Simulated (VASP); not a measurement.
## Co: relaxation of cell and atoms with PBE

Crystal: Co.

```
Co
1.0
     0.00000    3.21737    3.21737
     3.21737    0.00000    3.21737
     3.21737    3.21737    0.00000
Co
6
Direct
  0.25000 0.25000 0.25000
  0.00000 0.00000 0.00000
  0.62500 0.62500 0.12500
  0.62500 0.12500 0.62500
  0.12500 0.62500 0.62500
  0.62500 0.62500 0.62500
```

This isn't the form of Co at room conditions, which is hcp.

```yaml
Program: VASP 6.6.1
Task: relaxation of cell and atoms
Functional: PBE
Potentials_or_basis: VASP PAW PBE potentials, release 64 (Co)
Cutoff: 600 eV
k_mesh: 6 × 6 × 6
Occupations: gaussian, width 0.1 eV
Spin: collinear spin, ferromagnetic start
Starting_moments: "[1.98, 1.98, 1.93, 1.93, 1.93, 1.93] μB"
Dipole_correction: no
Further_INCAR_settings: ALGO = Fast; EDIFF = 1e-07; IBRION = 2; EDIFFG = -0.04; NSW = 90; ISIF = 3
```

- Relaxed volume: 11.48 Å³/atom
- Relaxed cell: a = 4.601 Å, b = 4.601 Å, c = 4.601 Å, α = 60.00°, β = 60.00°, γ = 60.00°
- Space group after relaxing (to 0.1 Å): Fd-3m (No. 227)
- Energy gained by relaxing: 7.0 meV/atom
- Ionic steps: 3
- Pressure after relaxing: 0.0 GPa
- Net moment: 10.41 μB per cell
- Site moments: Co +1.80, +1.74 (each value once) μB
- Valence electrons inside the program's atomic spheres: Co 7.96, 8.37 (each value once)

The path:
```
step  energy change (eV)  largest force (eV/Å)  pressure (GPa)  volume (Å³)
   1              0.0000                0.0000            6.17        66.61
   2             -0.0125                0.0000           -4.65        70.81
   3             -0.0418                0.0000           -0.01        68.85
```

Final structure:
```cif
data_structure
_symmetry_space_group_name_H-M 'P 1'
_symmetry_Int_Tables_number 1
_cell_length_a 4.6005
_cell_length_b 4.6005
_cell_length_c 4.6005
_cell_angle_alpha 60.000
_cell_angle_beta 60.000
_cell_angle_gamma 60.000
_cell_volume 68.85
loop_
_atom_site_label
_atom_site_type_symbol
_atom_site_fract_x
_atom_site_fract_y
_atom_site_fract_z
_atom_site_occupancy
Co1 Co 0.25000 0.25000 0.25000 1
Co2 Co 0.00000 0.00000 0.00000 1
Co3 Co 0.62500 0.62500 0.12500 1
Co4 Co 0.62500 0.12500 0.62500 1
Co5 Co 0.12500 0.62500 0.62500 1
Co6 Co 0.62500 0.62500 0.62500 1
```

Levels at points of the mesh, in eV from the Fermi level:
Spin up:
```tsv
k point	band 29	band 30	band 31	band 32	band 33	band 34	band 35	band 36
(0.00, 0.00, 0.00)	-0.34	-0.34	-0.34	1.13	2.65	2.65	2.65	6.21
(0.50, 0.00, 0.00)	-1.38	-1.10	-1.10	-0.34	1.83	2.20	2.20	5.12
(0.50, 0.50, 0.00)	-1.40	-1.40	-1.39	-1.39	1.14	1.14	1.85	1.85
```
Spin down:
| k point | band 17 | band 18 | band 19 | band 20 | band 21 | band 22 | band 23 | band 24 | band 25 | band 26 |
| --- | --- | --- | --- | --- | --- | --- | --- | --- | --- | --- |
| (0.00, 0.00, 0.00) | -0.79 | -0.79 | -0.48 | -0.48 | 0.17 | 0.17 | 0.17 | 0.62 | 0.62 | 0.62 |
| (0.50, 0.00, 0.00) | -0.63 | -0.63 | -0.54 | -0.54 | -0.24 | -0.22 | -0.22 | 0.11 | 0.16 | 0.33 |
| (0.50, 0.50, 0.00) | -1.37 | -1.37 | -0.40 | -0.40 | -0.16 | -0.16 | -0.02 | -0.02 | 0.39 | 0.39 |

Run time: 8.6 min on 1 thread of Intel Xeon 8259CL, on a shared host, peak memory 0.28 GiB.
